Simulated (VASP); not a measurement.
# BN (R3m) in VASP: further runs

Runs on BN. Level: LDA. Tasks: single point, relaxation of cell and atoms.

Everything below comes from runs of VASP 6.6.1. Logs are shortened: lines on timing, memory, paths and dates and some standing lists are left out, and cuts for length are marked.

## Step 1: The cell of the first run

It takes space group R3m (No. 160, trigonal). Conventional cell: a = 2.478 Å, b = 2.478 Å, c = 8.704 Å, α = 90.00°, β = 90.00°, γ = 120.00°. B (site symmetry 3m) has 3 N at 1.43 Å within 1.9 Å. N (site symmetry 3m) has 3 B at 1.43 Å within 1.9 Å.

## Step 2: Single point, LDA

The input, INCAR:

```
SYSTEM = BN
PREC     = Accurate       ! precision mode
ENCUT    = 520            ! plane-wave cutoff, eV
EDIFF    = 1E-6           ! SCF threshold, eV
ISMEAR   = 0              ! smearing method
SIGMA    = 0.01           ! smearing width, eV
LREAL    = .False.        ! projectors in reciprocal space
LASPH    = .True.         ! aspherical terms in the spheres
NELM     = 60             ! most SCF steps
ALGO     = Normal         ! electronic algorithm
ISIF     = 2              ! what is computed and relaxed
LWAVE    = .False.        ! write WAVECAR
LCHARG   = .False.        ! write CHGCAR
GGA      = CA             ! functional
NBANDS   = 11             ! bands
```

The input, KPOINTS:

```
Automatic mesh
0
Gamma
  12 12 12
  0 0 0
```

The input, POSCAR:

```
BN
1.0
    1.2387591260      0.7151979148      2.9013255860
   -1.2387591260      0.7151979148      2.9013255860
    0.0000000000     -1.4303958298      2.9013255859
B N
1 1
Direct
    1.0002195598      1.0002195598      1.0002195598
    0.3322134402      0.3322134402      0.3322134402
```

Potentials or basis: VASP PAW LDA potentials, release 64 (B, N).

On the command line:

```bash
cat potpaw_LDA.64/B/POTCAR potpaw_LDA.64/N/POTCAR > POTCAR
mpirun -np 1 vasp_std > vasp.out
```

OUTCAR:

```text
SYSTEM = BN
   PREC = Accurate
   ENCUT = 520
   EDIFF = 1E-6
   ISMEAR = 0
   LREAL = .False.
   LASPH = .True.
   NELM = 60
   ISIF = 2
   GGA = CA

 ion  position               nearest neighbor table
   1  0.000  0.000  0.000-   2 1.43   2 1.43   2 1.43
   2  0.332  0.332  0.332-   1 1.43   1 1.43   1 1.43

  LATTYP: Found a trigonal (rhomboedric) cell.
 ALAT       =     3.2347677483
 COS(alpha) =     0.7066963140

  Lattice vectors:

 A1 = (   1.2387591260,   0.7151979148,   2.9013255860)
 A2 = (  -1.2387591260,   0.7151979148,   2.9013255860)
 A3 = (   0.0000000000,  -1.4303958298,   2.9013255859)

Analysis of symmetry for initial positions (statically):
=====================================================================
 Subroutine PRICEL returns:
 Original cell was already a primitive cell.

 Routine SETGRP: Setting up the symmetry group for a
 trigonal (rhombohedral) supercell.

 Subroutine GETGRP returns: Found  6 space group operations
 (whereof  6 operations were pure point group operations)
 out of a pool of 12 trial point group operations.

The static configuration has the point symmetry C_3v.

Analysis of symmetry for dynamics (positions and initial velocities):
=====================================================================
 Subroutine PRICEL returns:
 Original cell was already a primitive cell.

 Routine SETGRP: Setting up the symmetry group for a
 trigonal (rhombohedral) supercell.

 Subroutine GETGRP returns: Found  6 space group operations
 (whereof  6 operations were pure point group operations)
 out of a pool of 12 trial point group operations.

The dynamic configuration has the point symmetry C_3v.

 Subroutine INISYM returns: Found  6 space group operations
 (whereof  6 operations are pure point group operations),
 and found     1 'primitive' translations

----------------------------------------------------------------------------------------

                                     Primitive cell

  volume of cell :      15.4227

  direct lattice vectors                    reciprocal lattice vectors
     1.238759126  0.715197915  2.901325586     0.403629721  0.233035728  0.114890013
    -1.238759126  0.715197915  2.901325586    -0.403629721  0.233035728  0.114890013
     0.000000000 -1.430395830  2.901325586     0.000000000 -0.466071456  0.114890013

  length of vectors
     3.234767748  3.234767748  3.234767748     0.480023246  0.480023246  0.480023246

  position of ions in fractional coordinates (direct lattice)
     0.000219560  0.000219560  0.000219560
     0.332213440  0.332213440  0.332213440

  ion indices of the primitive-cell ions
   primitive index   ion index
                 1           1
                 2           2

----------------------------------------------------------------------------------------

 KPOINTS: Automatic mesh

Automatic generation of k-mesh.
 Grid dimensions read from file:
 generate k-points for:   12   12   12

 Generating k-lattice:

  Cartesian coordinates                     Fractional coordinates (reciprocal lattice)
     0.033635810  0.019419644  0.009574168     0.083333333  0.000000000  0.000000000
    -0.033635810  0.019419644  0.009574168     0.000000000  0.083333333  0.000000000
     0.000000000 -0.038839288  0.009574168    -0.000000000 -0.000000000  0.083333333

  Length of vectors
     0.040001937  0.040001937  0.040001937

  Shift w.r.t. Gamma in fractional coordinates (k-lattice)
     0.000000000  0.000000000  0.000000000

 Subroutine IBZKPT returns following result:
 ===========================================

 Found    189 irreducible k-points:

 Following reciprocal coordinates:
            Coordinates               Weight
  0.000000  0.000000  0.000000      1.000000
  0.083333  0.000000 -0.000000      6.000000
  0.166667 -0.000000  0.000000      6.000000
  0.250000 -0.000000 -0.000000      6.000000
  0.333333 -0.000000 -0.000000      6.000000
  0.416667 -0.000000  0.000000      6.000000
[... 16 lines left out ...]
  0.500000  0.166667 -0.000000     12.000000
[... 51 lines left out ...]
      8      17.5980      0.00000
      9      21.0561      0.00000
     10      27.3132      0.00000
     11      28.5922      0.00000

 k-point     4 :       0.2500   -0.0000   -0.0000
  band No.  band energies     occupation
      1     -13.2491      2.00000
      2      -1.6129      2.00000
      3       0.6247      2.00000
      4       1.2892      2.00000
      5      11.5032      0.00000
      6      13.5434      0.00000
      7      15.4561      0.00000
      8      19.9258      0.00000
      9      21.8316      0.00000
     10      25.4600      0.00000
     11      26.8840      0.00000

 k-point     5 :       0.3333   -0.0000   -0.0000
  band No.  band energies     occupation
      1     -12.3629      2.00000
      2      -3.4794      2.00000
      3      -0.0080      2.00000
      4       2.0493      2.00000
      5      10.8779      0.00000
      6      13.4211      0.00000
      7      15.8492      0.00000
      8      21.5328      0.00000
      9      22.5354      0.00000
     10      25.1227      0.00000
     11      25.6563      0.00000
[... 211 lines left out ...]
 k-point    21 :       0.3333    0.1667    0.0000
  band No.  band energies     occupation
      1     -12.7516      2.00000
      2      -2.0130      2.00000
      3      -0.4008      2.00000
      4       1.0098      2.00000
      5      11.5639      0.00000
      6      14.2729      0.00000
      7      16.2009      0.00000
      8      19.3776      0.00000
      9      22.0989      0.00000
     10      24.4796      0.00000
     11      29.4940      0.00000

 k-point    22 :       0.4167    0.1667    0.0000
  band No.  band energies     occupation
      1     -11.8995      2.00000
      2      -3.5000      2.00000
      3      -1.2216      2.00000
      4       1.7545      2.00000
      5      10.4626      0.00000
      6      15.1923      0.00000
      7      16.8632      0.00000
      8      19.7524      0.00000
      9      21.6433      0.00000
     10      25.1182      0.00000
     11      28.7096      0.00000

 k-point    23 :       0.5000    0.1667   -0.0000
  band No.  band energies     occupation
      1     -11.0816      2.00000
      2      -4.8071      2.00000
      3      -1.7205      2.00000
      4       2.6354      2.00000
      5       9.3767      0.00000
      6      15.5557      0.00000
      7      17.4384      0.00000
      8      19.3005      0.00000
      9      22.4248      0.00000
     10      25.1557      0.00000
     11      28.7594      0.00000

 k-point    24 :      -0.4167    0.1667    0.0000
  band No.  band energies     occupation
      1     -10.7435      2.00000
      2      -5.3314      2.00000
      3      -1.8923      2.00000
      4       3.3286      2.00000
      5       8.7794      0.00000
      6      15.3678      0.00000
      7      17.6549      0.00000
      8      18.5480      0.00000
      9      22.9715      0.00000
     10      25.7349      0.00000
     11      28.5759      0.00000

 [... further k-points ...]

------------------------ aborting loop because EDIFF is reached ----------------------------------------

  FORCE on cell =-STRESS in cart. coord.  units (eV):
  Direction    XX          YY          ZZ          XY          YZ          ZX
  --------------------------------------------------------------------------------------
  -------------------------------------------------------------------------------------
  Total        0.6662010      0.6662010      0.5572832      0.0000000      0.0000000      0.0000000
  in kB       69.2077955     69.2077955     57.8929522      0.0000000      0.0000000      0.0000000
  external PRESSURE =      65.4361811 kB  Pullay stress =       0.0000000 kB

 VOLUME and BASIS-vectors are now :
 -----------------------------------------------------------------------------
  energy-cutoff  :      520.00
  volume of cell :       15.42
      direct lattice vectors                 reciprocal lattice vectors
     1.238759126  0.715197915  2.901325586     0.403629721  0.233035728  0.114890013
    -1.238759126  0.715197915  2.901325586    -0.403629721  0.233035728  0.114890013
     0.000000000 -1.430395830  2.901325586     0.000000000 -0.466071456  0.114890013

 POSITION                                       TOTAL-FORCE (eV/Angst)
 -----------------------------------------------------------------------------------
      0.00000     -0.00000      0.00191         0.000000     -0.000000      0.000718
      0.00000     -0.00000      2.89158         0.000000      0.000000     -0.000718
 -----------------------------------------------------------------------------------
    total drift:                               -0.000000     -0.000000     -0.000016

  FREE ENERGIE OF THE ION-ELECTRON SYSTEM (eV)
  ---------------------------------------------------
  free  energy   TOTEN  =       -19.2621576774 eV

  energy  without entropy=      -19.2621576774  energy(sigma->0) =      -19.26215768
```

It took 15 s on 1 thread of Intel Xeon Platinum 8488C (Sapphire Rapids), shared host; peak memory 0.14 GiB.

Results:

| Quantity | Value |
| --- | --- |
| Free energy | -19.2622 eV |
| Pressure | 6.5 GPa |
| Band gap on the k mesh | 3.68 eV (least direct gap 4.72 eV) |

Caveat: the cell stands under pressure. A k mesh can miss the band edges.

## Step 3: Single point, LDA

The input, INCAR:

```
SYSTEM = BN
PREC = Accurate ; ENCUT = 520
EDIFF = 1E-6 ; ISMEAR = 0
SIGMA = 0.01 ; LREAL = .False.
LASPH = .True. ; NELM = 60
ALGO = Normal ; ISIF = 2
LWAVE = .False. ; LCHARG = .False.
NBANDS = 11
```

KPOINTS is that of step 2.

The input, POSCAR:

```
BN
1.0
    1.2388731354      0.7152637381      2.9005839034
   -1.2388731354      0.7152637381      2.9005839034
    0.0000000000     -1.4305274765      2.9005839034
B N
1 1
Direct
    1.0002241080      1.0002241080      1.0002241080
    0.3322088920      0.3322088920      0.3322088920
```

Potentials or basis: VASP PAW LDA potentials, release 64 (B, N).

On the command line:

```bash
cat potpaw_LDA.64/B/POTCAR potpaw_LDA.64/N/POTCAR > POTCAR
mpirun -np 1 vasp_std > vasp.out
```

Run time: 15 s. Hardware: 1 thread of Intel Xeon Platinum 8488C (Sapphire Rapids), shared host; peak memory 0.14 GiB.

The run converged. Its results:

```yaml
Free_energy: -19.2621 eV
Pressure: 6.5 GPa
Band_gap_on_the_k_mesh: 3.68 eV (least direct gap 4.72 eV)
```

Stress tensor (GPa, compression positive):
```
6.80 0.00 0.00
0.00 6.80 0.00
0.00 0.00 5.81
```

Levels at points of the mesh, in eV from the valence-band top:
```tsv
k point	band 1	band 2	band 3	band 4	band 5	band 6	band 7	band 8	band 9
(0.00, 0.00, 0.00)	-18.13	-3.40	-1.35	-1.35	6.05	11.74	11.74	13.34	16.08
(0.50, 0.00, 0.00)	-14.64	-9.28	-4.17	-0.42	5.33	10.49	13.68	16.55	21.00
(0.50, 0.50, 0.00)	-14.41	-8.92	-4.38	-1.70	3.68	9.88	15.30	19.85	21.90
(0.50, 0.50, 0.50)	-17.34	-7.31	-1.42	-1.42	11.53	11.53	11.54	13.42	19.27
```

Caveat: the cell stands under pressure. A k mesh can miss the band edges.

## Step 4: Relaxation of cell and atoms, LDA, target pressure 6 GPa, at which the enthalpy is minimised

This run uses another cell than the first one, of 8.65 Å³/atom.

The input, INCAR:

```
PREC     = Accurate       # precision mode
ENCUT    = 600            # plane-wave cutoff, eV
EDIFF    = 1E-6           # SCF threshold, eV
ISMEAR   = 0              # smearing method
SIGMA    = 0.01           # smearing width, eV
LREAL    = F              # projectors in reciprocal space
LASPH    = T              # aspherical terms in the spheres
NELM     = 80             # most SCF steps
ALGO     = Normal         # electronic algorithm
ISIF     = 3              # what is computed and relaxed
LWAVE    = F              # write WAVECAR
LCHARG   = F              # write CHGCAR
GGA      = CA             # functional
IBRION   = 2              # ionic algorithm
NSW      = 80             # ionic steps
EDIFFG   = -0.001         # ionic threshold
PSTRESS  = 60.0
```

The input, KPOINTS:

```
Automatic mesh
0
Gamma
  12 12 12
```

The input, POSCAR:

```
BN
1.0
    1.2442985526      0.7183961043      3.2240992006
   -1.2442985526      0.7183961043      3.2240992006
    0.0000000000     -1.4367922086      3.2240992005
B N
1 1
Direct
    0.9997405139      0.9997405139      0.9997405139
    0.3326924861      0.3326924861      0.3326924861
```

On the command line:

```bash
cat potpaw_LDA.64/B/POTCAR potpaw_LDA.64/N/POTCAR > POTCAR
mpirun -np 1 vasp_std > vasp.out
```

It took 3.1 min on 1 thread of Intel Xeon Platinum 8488C (Sapphire Rapids), shared host; peak memory 0.16 GiB.

It converged, with:

```yaml
Free_energy: -19.2666 eV
Relaxed_volume: 7.69 Å³/atom
Relaxed_cell: a = 3.225 Å, b = 3.225 Å, c = 3.225 Å, α = 45.20°, β = 45.20°, γ = 45.20°
Space_group_after_relaxing_to_0.1_Å: R3m (No. 160)
Energy_change_on_relaxing_the_run_minimises_the_enthalpy: +13.7 meV/atom
Ionic_steps: 24
Pressure_after_relaxing: 6.0 GPa
Band_gap_on_the_k_mesh: 3.66 eV (least direct gap 4.72 eV)
```

Step by step:
```tsv
step	energy change (eV)	largest force (eV/Å)	pressure (GPa)	volume (Å³)
1	0.0000	0.0004	0.30	17.29
2	0.0275	0.0063	12.27	16.53
3	0.0076	0.0033	6.27	16.89
4	0.0076	0.0148	6.27	16.54
5	0.0250	0.0776	6.91	15.46
6	0.0304	0.0912	7.11	15.31
7	0.0288	0.0872	7.03	15.35
8	0.0234	0.0594	2.37	15.54
9	0.0263	0.0433	5.63	15.41
10	0.0271	0.0419	6.31	15.39
11	0.0266	0.0007	5.97	15.40
12	0.0266	0.0003	5.97	15.40
13	0.0267	0.0012	5.96	15.40
14	0.0272	0.0036	5.94	15.38
15	0.0275	0.0019	6.02	15.38
16	0.0275	0.0018	6.04	15.38
17	0.0275	0.0019	6.04	15.38
18	0.0274	0.0007	5.99	15.38
19	0.0274	0.0009	5.99	15.38
20	0.0274	0.0011	6.00	15.38
21	0.0274	0.0003	6.01	15.38
22	0.0274	0.0021	6.03	15.38
23	0.0274	0.0016	6.01	15.38
24	0.0274	0.0006	6.00	15.38
```

Final structure:
```cif
data_structure
_symmetry_space_group_name_H-M 'P 1'
_symmetry_Int_Tables_number 1
_cell_length_a 3.2250
_cell_length_b 3.2250
_cell_length_c 3.2250
_cell_angle_alpha 45.198
_cell_angle_beta 45.198
_cell_angle_gamma 45.198
_cell_volume 15.38
loop_
_atom_site_label
_atom_site_type_symbol
_atom_site_fract_x
_atom_site_fract_y
_atom_site_fract_z
_atom_site_occupancy
B1 B 0.00025 0.00025 0.00025 1
N1 N 0.33218 0.33218 0.33218 1
```

Levels at points of the mesh, in eV from the valence-band top:
```
           k point  band 1  band 2  band 3  band 4  band 5  band 6  band 7  band 8
(0.00, 0.00, 0.00)  -18.14   -3.36   -1.35   -1.35    6.09   11.73   11.73   13.32
(0.50, 0.00, 0.00)  -14.65   -9.29   -4.17   -0.41    5.32   10.49   13.69   16.59
(0.50, 0.50, 0.00)  -14.41   -8.92   -4.38   -1.72    3.66    9.85   15.33   19.89
(0.50, 0.50, 0.50)  -17.33   -7.33   -1.43   -1.43   11.51   11.51   11.56   13.40
```

Caveat: the cell is relaxed towards a set pressure, so the run minimises the enthalpy, not the energy. A k mesh can miss the band edges.

## Step 5: Relaxation of cell and atoms, LDA, target pressure 6 GPa, at which the enthalpy is minimised

This run uses another cell than the first one, of 8.65 Å³/atom.

The input, INCAR:

```
SYSTEM = BN
  PREC = Accurate
  ENCUT = 600
  EDIFF = 1E-7
  ISMEAR = 0
  SIGMA = 0.01
  LREAL = .FALSE.
  LASPH = .TRUE.
  NELM = 80
  ALGO = Normal
  ISIF = 3
  LWAVE = .FALSE.
  LCHARG = .FALSE.
  IBRION = 2
  NSW = 80
  EDIFFG = -0.001
  PSTRESS = 60.0
```

The input, KPOINTS:

```
regular mesh
0
G
  12 12 12
  0 0 0
```

POSCAR is that of step 4.

On the command line:

```bash
cat potpaw_LDA.64/B/POTCAR potpaw_LDA.64/N/POTCAR > POTCAR
mpirun -np 1 vasp_std > vasp.out
```

It took 2.7 min on 1 thread of Intel Xeon Platinum 8488C (Sapphire Rapids), shared host; peak memory 0.16 GiB.

It converged, with:

| Quantity | Value |
| --- | --- |
| Free energy | -19.2667 eV |
| Relaxed volume | 7.69 Å³/atom |
| Relaxed cell | a = 3.226 Å, b = 3.226 Å, c = 3.226 Å, α = 45.19°, β = 45.19°, γ = 45.19° |
| Space group after relaxing (to 0.1 Å) | R3m (No. 160) |
| Energy change on relaxing (the run minimises the enthalpy) | +13.6 meV/atom |
| Ionic steps | 13 |
| Pressure after relaxing | 6.0 GPa |
| Band gap on the k mesh | 3.67 eV (least direct gap 4.72 eV) |

Step by step:
```csv
step,energy change (eV),largest force (eV/Å),pressure (GPa),volume (Å³)
1,0.0000,0.0004,0.30,17.29
2,0.0274,0.0063,12.26,16.53
3,0.0076,0.0034,6.28,16.89
4,0.0076,0.0148,6.27,16.54
5,0.0250,0.0777,6.90,15.46
6,0.0304,0.0911,7.10,15.31
7,0.0288,0.0872,7.04,15.35
8,0.0234,0.0594,2.36,15.54
9,0.0263,0.0433,5.62,15.41
10,0.0271,0.0423,6.31,15.39
11,0.0266,0.0003,5.96,15.40
12,0.0268,0.0000,5.97,15.39
13,0.0273,0.0006,5.99,15.38
```

Final structure:
```cif
data_structure
_symmetry_space_group_name_H-M 'P 1'
_symmetry_Int_Tables_number 1
_cell_length_a 3.2257
_cell_length_b 3.2257
_cell_length_c 3.2257
_cell_angle_alpha 45.189
_cell_angle_beta 45.189
_cell_angle_gamma 45.189
_cell_volume 15.38
loop_
_atom_site_label
_atom_site_type_symbol
_atom_site_fract_x
_atom_site_fract_y
_atom_site_fract_z
_atom_site_occupancy
B1 B 0.00026 0.00026 0.00026 1
N1 N 0.33218 0.33218 0.33218 1
```

Levels at points of the mesh, in eV from the valence-band top:
| k point | band 1 | band 2 | band 3 | band 4 | band 5 | band 6 | band 7 | band 8 |
| --- | --- | --- | --- | --- | --- | --- | --- | --- |
| (0.00, 0.00, 0.00) | -18.14 | -3.36 | -1.35 | -1.35 | 6.08 | 11.73 | 11.73 | 13.32 |
| (0.50, 0.00, 0.00) | -14.65 | -9.29 | -4.17 | -0.41 | 5.32 | 10.49 | 13.69 | 16.59 |
| (0.50, 0.50, 0.00) | -14.41 | -8.92 | -4.38 | -1.72 | 3.67 | 9.85 | 15.33 | 19.89 |
| (0.50, 0.50, 0.50) | -17.33 | -7.33 | -1.43 | -1.43 | 11.51 | 11.51 | 11.56 | 13.40 |

Caveat: the cell is relaxed towards a set pressure, so the run minimises the enthalpy, not the energy. A k mesh can miss the band edges.

## Step 6: The runs side by side

```csv
task,cell,cutoff (eV),gap on the mesh (eV),pressure (GPa)
single point,"a = 3.235 Å, angles 45.0°, 2 atoms, atomic positions A",520,3.68,6.5
single point,"a = 3.234 Å, angles 45.0°, 2 atoms, atomic positions A",520,3.68,6.5
relaxation of cell and atoms,"relaxed to 6 GPa from a = 3.530 Å, angles 41.3°, 2 atoms, atomic positions B",600,3.67,6.0
```

Alike in all rows: level LDA; potentials or basis VASP PAW LDA potentials, release 64 (B, N); no spin polarisation; k mesh 12 × 12 × 12; smearing gaussian 0.01 eV.

Caveats: the cell stands under pressure (at least some runs); the cell is relaxed towards a set pressure, so the run minimises the enthalpy, not the energy (at least some runs).

Absolute energies hang on the potentials; compare differences alone.
